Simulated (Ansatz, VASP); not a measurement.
One calculation of Rh, two programs

Contents of INCAR:

```
ALGO = Normal ; EDIFF = 1E-6
EDIFFG = -0.01 ; ENCUT = 600
GGA = PE ; IBRION = 2
ISIF = 3 ; ISMEAR = -1
ISPIN = 2 ; LASPH = T
LCHARG = F ; LMAXMIX = 4
LORBIT = 11 ; LREAL = F
LWAVE = F ; MAGMOM = 1
NELM = 150 ; NSW = 80
PREC = Accurate ; SIGMA = 0.05
```

KPOINTS

```
k-points
0
Gamma
  14 14 14
```

Contents of POSCAR:

```
Rh
1.0
    0.0000000000      1.9015500000      1.9015500000
    1.9015500000      0.0000000000      1.9015500000
    1.9015500000      1.9015500000      0.0000000000
Rh
1
Direct
    0.0000000000      0.0000000000      0.0000000000
```

Input for Ansatz:

```yaml
crystal:
  lattice:
    - [0.0, 1.90155, 1.90155]
    - [1.90155, 0.0, 1.90155]
    - [1.90155, 1.90155, 0.0]
  atoms:
    - { symbol: Rh, position: [0.0, 0.0, 0.0], spin: 1.0 }
hamiltonian:
  xc: pbe
  pseudopotentials:
    kind: paw
    azcp:
      Rh: "pseudopotentials/Rh.paw.azcp"
basis:
  ecutwfc: 420
  fft_grid_basis: typed
kpoints:
  mp_grid: { grid: [14, 14, 14], shift: [0, 0, 0] }
magnetization:
  spin_polarized: true
scf:
  occupations: { method: fermi_dirac, width: 0.05 }
relax:
  max_steps: 60
  f_tol: 0.01
  cell: {}
```

Alike in both runs: task relaxation of cell and atoms; functional PBE; k mesh 14 × 14 × 14; occupations fermi-dirac, width 0.05 eV; collinear spin.

|  | VASP | Ansatz |
| --- | --- | --- |
| version | VASP 6.6.1 | Ansatz 0.2.0 |
| potentials or method | VASP PAW PBE potentials, release 64 (Rh_pv), cutoff 600 eV | plane waves (420 eV) with PAW, scalar-relativistic |
| valence electrons in the cell | 15 | 17 |

|  | VASP | Ansatz | Ansatz less VASP |
| --- | --- | --- | --- |
| net moment per atom (μB) | 0.00 | 0.00 | 0.000 |
| relaxed volume (Å³/atom) | 14.05 | 14.05 | 0.000 |
| relaxed length of the cell vector where the two differ most in proportion (Å) | 2.709 | 2.709 | 0.0000 |

VASP's potentials hold 15 valence electrons a cell and Ansatz's 17, so a difference there can come from the potentials and not from the codes. Ansatz's warnings: seeded moment not kept.
